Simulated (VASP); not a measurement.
# RuC2 (P6/mmm) in VASP: single point with PBE

Aim: the single point of RuC2 with PBE.

All numbers are computed with VASP 6.6.1; they aren't measurements. Logs are shortened: lines on timing, memory, paths and dates and some standing lists are left out, and cuts for length are marked.

### 1 The cell of the first run

Symmetry: P6/mmm, No. 191, hexagonal system. The conventional cell has a = 2.488 Å, b = 2.488 Å, c = 8.276 Å, α = 90.00°, β = 90.00°, γ = 120.00°. Within 3.3 Å of Ru (site symmetry 6/mmm) lie 6 Ru at 2.49 Å. C (site symmetry -6m2) has 3 C at 1.44 Å within 1.9 Å.

### 2 Single point, PBE

Contents of INCAR:

```
SYSTEM = RuC2
PREC = Accurate
ENCUT = 700
EDIFF = 1E-6
ISMEAR = 0
SIGMA = 0.1
LREAL = .FALSE.
LASPH = .TRUE.
NELM = 120
ALGO = Normal
ISIF = 2
LWAVE = .FALSE.
LCHARG = .TRUE.
GGA = PE
LELF = .TRUE.
LVHAR = .TRUE.
NBANDS = 19
GGA_COMPAT = .FALSE.
```

Contents of KPOINTS:

```
regular mesh
0
G
  6 6 6
  0 0 0
```

Contents of POSCAR:

```
RuC2
1.0
    2.4875079832      0.0000000000      0.0000000000
   -1.2437539916      2.1542451055      0.0000000000
    0.0000000000      0.0000000000      8.2762632804
Ru C
1 2
Direct
    0.0000000000      0.0000000000      0.0000000000
    0.3333333333      0.6666666667      0.5000000000
    0.6666666667      0.3333333333      0.5000000000
```

Potentials or basis: VASP PAW PBE potentials, release 64 (Ru_sv, C).

Run with:

```console
$ cat potpaw_PBE.64/Ru_sv/POTCAR potpaw_PBE.64/C/POTCAR > POTCAR
$ mpirun -np 1 vasp_std > vasp.out
```

OUTCAR:

```text
SYSTEM = RuC2
   PREC = Accurate
   ENCUT = 700
   EDIFF = 1E-6
   ISMEAR = 0
   LREAL = .FALSE.
   LASPH = .TRUE.
   NELM = 120
   ISIF = 2
   GGA = PE

 ion  position               nearest neighbor table
   1  0.000  0.000  0.000-
   2  0.333  0.667  0.500-   3 1.44   3 1.44   3 1.44
   3  0.667  0.333  0.500-   2 1.44   2 1.44   2 1.44

  LATTYP: Found a hexagonal cell.
 ALAT       =     2.4875079832
 C/A-ratio  =     3.3271303394

  Lattice vectors:

 A1 = (   2.4875079832,   0.0000000000,   0.0000000000)
 A2 = (  -1.2437539916,   2.1542451055,   0.0000000000)
 A3 = (   0.0000000000,   0.0000000000,   8.2762632804)

Analysis of symmetry for initial positions (statically):
=====================================================================
 Subroutine PRICEL returns:
 Original cell was already a primitive cell.

 Routine SETGRP: Setting up the symmetry group for a
 hexagonal supercell.

 Subroutine GETGRP returns: Found 24 space group operations
 (whereof 24 operations were pure point group operations)
 out of a pool of 24 trial point group operations.

The static configuration has the point symmetry D_6h.

Analysis of symmetry for dynamics (positions and initial velocities):
=====================================================================
 Subroutine PRICEL returns:
 Original cell was already a primitive cell.

 Routine SETGRP: Setting up the symmetry group for a
 hexagonal supercell.

 Subroutine GETGRP returns: Found 24 space group operations
 (whereof 24 operations were pure point group operations)
 out of a pool of 24 trial point group operations.

The dynamic configuration has the point symmetry D_6h.

 Subroutine INISYM returns: Found 24 space group operations
 (whereof 24 operations are pure point group operations),
 and found     1 'primitive' translations

----------------------------------------------------------------------------------------

                                     Primitive cell

  volume of cell :      44.3500

  direct lattice vectors                    reciprocal lattice vectors
     2.487507983  0.000000000  0.000000000     0.402008760  0.232099866  0.000000000
    -1.243753992  2.154245105  0.000000000     0.000000000  0.464199732  0.000000000
     0.000000000  0.000000000  8.276263280     0.000000000  0.000000000  0.120827476

  length of vectors
     2.487507983  2.487507983  8.276263280     0.464199732  0.464199732  0.120827476

  position of ions in fractional coordinates (direct lattice)
     0.000000000  0.000000000  0.000000000
     0.333333333  0.666666667  0.500000000
     0.666666667  0.333333333  0.500000000

  ion indices of the primitive-cell ions
   primitive index   ion index
                 1           1
                 2           2
                 3           3

----------------------------------------------------------------------------------------

 KPOINTS: regular mesh

Automatic generation of k-mesh.
 Grid dimensions read from file:
 generate k-points for:    6    6    6

 Generating k-lattice:

  Cartesian coordinates                     Fractional coordinates (reciprocal lattice)
     0.067001460  0.038683311  0.000000000     0.166666667 -0.000000000  0.000000000
     0.000000000  0.077366622  0.000000000     0.000000000  0.166666667  0.000000000
     0.000000000  0.000000000  0.020137913     0.000000000  0.000000000  0.166666667

  Length of vectors
     0.077366622  0.077366622  0.020137913

  Shift w.r.t. Gamma in fractional coordinates (k-lattice)
     0.000000000  0.000000000  0.000000000

 Subroutine IBZKPT returns following result:
 ===========================================

 Found     28 irreducible k-points:

 Following reciprocal coordinates:
            Coordinates               Weight
  0.000000  0.000000  0.000000      1.000000
  0.166667  0.000000  0.000000      6.000000
  0.333333  0.000000  0.000000      6.000000
  0.500000  0.000000  0.000000      3.000000
  0.166667  0.166667  0.000000      6.000000
  0.333333  0.166667  0.000000     12.000000
[... 16 lines left out ...]
  0.166667  0.000000  0.500000      6.000000
  0.333333  0.000000  0.500000      6.000000
 [... further k-points ...]
   k-points           NKPTS =     28   k-points in BZ     NKDIM =     28   number of bands    NBANDS=     19
   number of dos      NEDOS =    301   number of ions     NIONS =      3
   total plane-waves  NPLWV =  41472
   dimension x,y,z NGX =    24 NGY =   24 NGZ =   72
   dimension x,y,z NGXF=    48 NGYF=   48 NGZF=  144
   ions per type =               1   2
   NGX,Y,Z   is equivalent  to a cutoff of  16.04, 16.04, 14.46 a.u.
   NGXF,Y,Z  is equivalent  to a cutoff of  32.08, 32.08, 28.93 a.u.
 SYSTEM =  RuC2
   PREC   = accura    normal or accurate (medium, high low for compatibility)
   ISTART =      0    job   : 0-new  1-cont  2-samecut
   ICHARG =      2    charge: 1-file 2-atom 10-const
   ISPIN  =      1    spin polarized calculation?
   LNONCOLLINEAR =      F non collinear calculations
   LSORBIT =      F    spin-orbit coupling
   LASPH  =      T    aspherical Exc in radial PAW
   ENCUT  =  700.0 eV  51.45 Ry    7.17 a.u.   5.37  5.37 17.85*2*pi/ulx,y,z
   NELM   =    120;   NELMIN=  2; NELMDL= -5     # of ELM steps
   EDIFF  = 0.1E-05   stopping-criterion for ELM
   LREAL  =      F    real-space projection
   EDIFFG = 0.1E-04   stopping-criterion for IOM
   NSW    =      0    number of steps for IOM
   IBRION =     -1    ionic relax: 0-MD 1-quasi-New 2-CG
   NFREE  =      0    steps in history (QN), initial steepest desc. (CG)
   ISIF   =      2    stress and relaxation
   ISYM   =      2    0-nonsym 1-usesym 2-fastsym
   POTIM  = 0.5000    time-step for ionic-motion
   TEBEG  =    0.0;   TEEND  =   0.0 temperature during run
   PSTRESS=    0.0 pullay stress
   NELECT =      24.0000    total number of electrons
   NUPDOWN=      -1.0000    fix difference up-down
   EMIN   =  10.00;   EMAX   =-10.00  energy-range for DOS
   EFERMI =   0.00;   METHOD = LEGACY
   ISMEAR =     0;   SIGMA  =   0.10  broadening in eV -4-tet -1-fermi 0-gaus
   EFERMI_NEDOS =   21; number of points for ismear=-14 and -15
   IALGO  =     38    algorithm
   IMIX   =      4    mixing-type and parameters
     AMIX     =   0.40;   BMIX     =  1.00
     AMIX_MAG =   1.60;   BMIX_MAG =  1.00
  volume/ion in A,a.u.               =      14.78        99.76
  Fermi-wavevector in a.u.,A,eV,Ry     =   1.334076  2.521038 24.215093  1.779759
  Thomas-Fermi vector in A             =   2.462885
   LORBIT       =      0    0 simple, 1 ext, 2 COOP (PROOUT), +10 PAW based schemes
   GGA     = PE    functional components
   LHFCALC =     F    Hartree Fock is set to
   AEXX    =    0.0000 exact exchange contribution
   IVDW    =     0    specifies the selected vdW correction
   LEPSILON=     F    determine dielectric tensor
   LRPA    =     F    only Hartree local field effects (RPA)
 non-spin polarized calculation
 Gauss-broadening in eV      SIGMA  =   0.10
  energy-cutoff  :      700.00
  volume of cell :       44.35
 maximum number of plane-waves:      1902
 NGX is ok and might be reduce to    24
   NGX = 11   NGY = 11   NGZ = 35

 number of electron      23.9999997 magnetization

 Free energy of the ion-electron system (eV)
  ---------------------------------------------------
  ext. energy  EPLUGINS =         0.00000000
  ---------------------------------------------------
  free energy    TOTEN  =       -25.45472524 eV

  energy without entropy =      -25.43115702  energy(sigma->0) =      -25.44294113

 E-fermi :   5.1578     XC(G=0):  -9.8172

 val. band max:        5.1471682880   @ k =   0.3333   0.3333   0.0000
 cond. band min:       5.1797753273   @ k =   0.3333   0.3333   0.5000
 fundamental gap:      0.0326070393
 Fermi energy:         5.1577638072

 k-point     1 :       0.0000    0.0000    0.0000
  band No.  band energies     occupation
      1     -67.7736      2.00000
      2     -37.5711      2.00000
      3     -36.9496      2.00000
      4     -36.9496      2.00000
      5     -14.1557      2.00000
      6      -2.2756      2.00000
[... 11 lines left out ...]
     18      13.2852      0.00000
     19      15.7489      0.00000

 k-point     2 :       0.1667    0.0000    0.0000
  band No.  band energies     occupation
      1     -67.7024      2.00000
      2     -37.5095      2.00000
      3     -37.3703      2.00000
      4     -37.0458      2.00000
      5     -13.5123      2.00000
      6      -1.5162      2.00000
[... 11 lines left out ...]
     18      14.2733      0.00000
     19      15.7541      0.00000

 k-point     3 :       0.3333    0.0000    0.0000
  band No.  band energies     occupation
      1     -67.5576      2.00000
      2     -38.1728      2.00000
      3     -37.3846      2.00000
      4     -37.2342      2.00000
      5     -11.6159      2.00000
      6      -4.4143      2.00000
[... 11 lines left out ...]
     18      13.8723      0.00000
     19      19.2286      0.00000

 k-point     4 :       0.5000    0.0000    0.0000
  band No.  band energies     occupation
      1     -67.4839      2.00000
      2     -38.5571      2.00000
      3     -37.3264      2.00000
      4     -37.3214      2.00000
      5      -9.0391      2.00000
      6      -7.9237      2.00000
[... 11 lines left out ...]
     18      15.0834      0.00000
     19      16.7201      0.00000

 k-point     5 :       0.1667    0.1667    0.0000
  band No.  band energies     occupation
      1     -67.5942      2.00000
      2     -37.8985      2.00000
      3     -37.4161      2.00000
      4     -37.2721      2.00000
      5     -12.2420      2.00000
      6      -2.5935      2.00000
[... 11 lines left out ...]
     18      14.9797      0.00000
     19      16.2955      0.00000

 k-point     6 :       0.3333    0.1667    0.0000
  band No.  band energies     occupation
      1     -67.4841      2.00000
      2     -38.3584      2.00000
      3     -37.5486      2.00000
      4     -37.3215      2.00000
      5      -9.8054      2.00000
      6      -6.1627      2.00000
[... 11 lines left out ...]
     18      16.0302      0.00000
     19      17.0422      0.00000

 k-point     7 :       0.3333    0.3333    0.0000
  band No.  band energies     occupation
      1     -67.4472      2.00000
      2     -38.0843      2.00000
      3     -38.0843      2.00000
      4     -37.2899      2.00000
      5      -7.3741      2.00000
      6      -7.3741      2.00000
[... 11 lines left out ...]
     18      15.7606      0.00000
     19      18.7028      0.00000

 k-point     8 :       0.0000    0.0000    0.1667
  band No.  band energies     occupation
      1     -67.7736      2.00000
      2     -37.5711      2.00000
      3     -36.9497      2.00000
      4     -36.9497      2.00000
      5     -14.1557      2.00000
      6      -2.2838      2.00000
[... 256 lines left out ...]
 k-point    20 :       0.3333    0.1667    0.3333
  band No.  band energies     occupation
      1     -67.4841      2.00000
      2     -38.3584      2.00000
      3     -37.5486      2.00000
      4     -37.3215      2.00000
      5      -9.8054      2.00000
      6      -6.1627      2.00000
[... 11 lines left out ...]
     18      16.3412      0.00000
     19      17.3986      0.00000

 k-point    21 :       0.3333    0.3333    0.3333
  band No.  band energies     occupation
      1     -67.4472      2.00000
      2     -38.0843      2.00000
      3     -38.0843      2.00000
      4     -37.2899      2.00000
      5      -7.3742      2.00000
      6      -7.3742      2.00000
[... 11 lines left out ...]
     18      16.1240      0.00000
     19      17.7137      0.00000

 k-point    22 :       0.0000    0.0000    0.5000
  band No.  band energies     occupation
      1     -67.7736      2.00000
      2     -37.5711      2.00000
      3     -36.9496      2.00000
      4     -36.9496      2.00000
      5     -14.1557      2.00000
      6      -2.3078      2.00000
[... 11 lines left out ...]
     18      13.2853      0.00000
     19      13.6157      0.00000

 k-point    23 :       0.1667    0.0000    0.5000
  band No.  band energies     occupation
      1     -67.7024      2.00000
      2     -37.5095      2.00000
      3     -37.3703      2.00000
      4     -37.0458      2.00000
      5     -13.5123      2.00000
      6      -1.5380      2.00000
[... 11 lines left out ...]
     18      14.3489      0.00000
     19      14.3743      0.00000

 k-point    24 :       0.3333    0.0000    0.5000
  band No.  band energies     occupation
      1     -67.5576      2.00000
      2     -38.1728      2.00000
      3     -37.3846      2.00000
      4     -37.2342      2.00000
      5     -11.6159      2.00000
      6      -4.4144      2.00000
[... 11 lines left out ...]
     18      15.9282      0.00000
     19      16.9849      0.00000

 [... further k-points ...]
[... 5 lines left out ...]
  --------------------------------------------------------------------------------------
  -------------------------------------------------------------------------------------
  Total       -0.0606557     -0.0606557      0.0094897      0.0000000     -0.0000000      0.0000000
  in kB       -2.1912315     -2.1912315      0.3428239      0.0000000     -0.0000000      0.0000000
  external PRESSURE =      -1.3465464 kB  Pullay stress =       0.0000000 kB

 VOLUME and BASIS-vectors are now :
 -----------------------------------------------------------------------------
  energy-cutoff  :      700.00
  volume of cell :       44.35
      direct lattice vectors                 reciprocal lattice vectors
     2.487507983  0.000000000  0.000000000     0.402008760  0.232099866  0.000000000
    -1.243753992  2.154245105  0.000000000     0.000000000  0.464199732  0.000000000
     0.000000000  0.000000000  8.276263280     0.000000000  0.000000000  0.120827476

 POSITION                                       TOTAL-FORCE (eV/Angst)
 -----------------------------------------------------------------------------------
      0.00000      0.00000      0.00000        -0.000000      0.000000      0.000000
     -0.00000      1.43616      4.13813        -0.000000     -0.000000     -0.000000
      1.24375      0.71808      4.13813         0.000000      0.000000      0.000000
 -----------------------------------------------------------------------------------
    total drift:                               -0.000000      0.000000      0.000000

  FREE ENERGIE OF THE ION-ELECTRON SYSTEM (eV)
  ---------------------------------------------------
  free  energy   TOTEN  =       -25.4547252388 eV

  energy  without entropy=      -25.4311570236  energy(sigma->0) =      -25.44294113
```

Wall time 30 s (1 thread of Intel Xeon Platinum 8259CL at 2.50GHz (Skylake/Cascade Lake), shared host); peak memory 0.2 GiB.

Results:

- Free energy: -25.4547 eV
- Pressure: -0.1 GPa
- Band gap on the k mesh: zero (bands 12 and 13 overlap by 1.66 eV)

Stress tensor (GPa, compression positive):
```
-0.22  0.00  0.00
 0.00 -0.22  0.00
 0.00  0.00  0.03
```

Caveat: the k points lie up to 0.49 Å⁻¹ apart, too coarse for converged energies and pressures of a metal.

The gap in the log of VASP goes by the Fermi energy; the results here count the filled bands.